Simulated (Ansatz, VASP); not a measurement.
## One calculation of Zr, two programs

The input INCAR:

```
PREC     = Accurate       # precision mode
ENCUT    = 600            # plane-wave cutoff, eV
EDIFF    = 1E-6           # SCF threshold, eV
ISMEAR   = -1             # smearing method
SIGMA    = 0.05           # smearing width, eV
LREAL    = F              # projectors in reciprocal space
LASPH    = T              # aspherical terms in the spheres
NELM     = 60             # most SCF steps
ALGO     = Normal         # electronic algorithm
ISIF     = 3              # what is computed and relaxed
LWAVE    = F              # write WAVECAR
LCHARG   = F              # write CHGCAR
GGA      = RP             # functional
IVDW     = 12             # dispersion correction
IBRION   = 2              # ionic algorithm
NSW      = 60             # ionic steps
EDIFFG   = -0.01          # ionic threshold
```

The input KPOINTS:

```
regular mesh
0
Gamma
  9 9 5
```

POSCAR

```
Zr
1.0
    3.2320000000      0.0000000000      0.0000000000
   -1.6160000000      2.7989941050      0.0000000000
    0.0000000000      0.0000000000      5.1470000000
Zr
2
Direct
    0.6666666667      0.3333333333      0.7500000000
    0.3333333333      0.6666666667      0.2500000000
```

Contents of input.yaml:

```yaml
crystal:
  lattice:
    - [3.232, 0.0, 0.0]
    - [-1.616, 2.798994105, 0.0]
    - [0.0, 0.0, 5.147]
  atoms:
    - { symbol: Zr, position: [0.6666666667, 0.3333333333, 0.75] }
    - { symbol: Zr, position: [0.3333333333, 0.6666666667, 0.25] }
hamiltonian:
  xc: rpbe
  pseudopotentials: { kind: paw }
  dispersion: d3bj
kpoints:
  mp_grid: { grid: [9, 9, 5] }
scf:
  occupations: { method: fermi_dirac, width: 0.05 }
output:
  forces: true
  stress: true
relax:
  f_tol: 0.01
  max_steps: 40
  cell: { stress_tol: 0.05 }
```

Alike in both runs: task relaxation of cell and atoms; functional RPBE; dispersion D3(BJ); k mesh 9 × 9 × 5; occupations fermi-dirac, width 0.05 eV; no spin polarisation.

|  | VASP | Ansatz |
| --- | --- | --- |
| version | VASP 6.6.1 | Ansatz 0.2.0 |
| potentials or method | VASP PAW PBE potentials, release 64 (Zr_sv) | Ansatz PAW |
| plane-wave cutoff (eV) | 600 | 420 |
| valence electrons in the cell | 24 | 24 |

```csv
,VASP,Ansatz,Ansatz less VASP
relaxed volume (Å³/atom),17.44,17.42,-0.017
relaxed length of the cell vector where the two differ most in proportion (Å),2.897,2.895,-0.0021
```

VASP's potentials were made for PBE, not for RPBE.

Noted on VASP's run: the volume moved by over 15 % at a fixed basis, so the end points are rough. Noted on Ansatz's run: the volume moved by over 15 % at a fixed basis, so the end points are rough; the plane-wave basis is chosen anew once the cell has moved, so the energies of steps on either side of that aren't comparable.
